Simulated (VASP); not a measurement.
The system is K.

```
CELL_PARAMETERS angstrom
0.00000 3.29154 3.29154
3.29154 0.00000 3.29154
3.29154 3.29154 0.00000
ATOMIC_POSITIONS crystal
K 0.00000 0.00000 0.00000
```

This isn't the form of K at room conditions, which is bcc.

```yaml
Program: VASP 6.6.1
Task: relaxation of cell and atoms
Functional: r2SCAN
Potentials_or_basis: VASP PAW PBE potentials, release 64 (K_sv)
Cutoff: 600 eV
k_mesh: 8 × 8 × 8
Occupations: fermi-dirac, width 0.1 eV
Spin: no spin polarisation
```

At the start: pressure 0.3 GPa; volume 71.32 Å³/atom.

Q: Where does the relaxation end?

A: Over 3 steps the energy falls by 5.0 meV/atom and the volume is 77.04 Å³/atom (+8.0 %); space group Fm-3m (No. 225, to 0.1 Å) before and after.

Step by step:
```csv
step,energy change (eV),largest force (eV/Å),pressure (GPa),volume (Å³)
1,0.0000,0.0000,0.30,71.32
2,-0.0023,0.0000,0.22,72.73
3,-0.0050,0.0000,-0.01,77.04
```

Final structure:
```xyz
1
Lattice="0.0000 3.3773 3.3773 3.3773 0.0000 3.3773 3.3773 3.3773 0.0000" Properties=species:S:1:pos:R:3 pbc="T T T"
K     0.0000    0.0000    0.0000
```

Caveat: the PAW data sets were made with another functional, which shifts forces and pressure a little.
